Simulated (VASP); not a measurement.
Runs of VASP 6.6.1 on Ta. The structure is that of space group Im-3m (No. 229), or close to it. The cells are those of the table. 

```tsv
task	cell	cutoff (eV)	gap on the mesh (eV)	pressure (GPa)
single point	a = 2.765 Å, angles 109.5°, 1 atom	520	none	20.4
single point	a = 2.800 Å, angles 109.5°, 1 atom	520	none	(a)
relaxation of cell and atoms	relaxed to 5 GPa from a = 2.819 Å, angles 109.5°, 1 atom	600	none	5.0
relaxation of cell and atoms	relaxed to -2 GPa from a = 2.859 Å, angles 109.5°, 1 atom	600	none	-2.0
relaxation of cell and atoms	relaxed to 40 GPa from a = 2.706 Å, angles 109.5°, 1 atom	600	none	40.0
```

Alike in all rows: level PBEsol; potentials or basis VASP PAW PBE potentials, release 64 (Ta_pv); no spin polarisation; k mesh 18 × 18 × 18; smearing gaussian 0.1 eV.

Problem. Fill in the values left out.

Solution. (a) 10.3.

Caveats: the PAW data sets were made with another functional, which shifts forces and pressure a little; spin-orbit coupling is left out, which moves the levels of the heavy elements; the cell is relaxed towards a set pressure, so the run minimises the enthalpy, not the energy (at least some runs); the cell stands under pressure (at least some runs).

A k mesh can miss the band edges, and the runs leave out spin-orbit coupling on Ta.

A gap of «none» marks levels without a gap at the run's occupations.
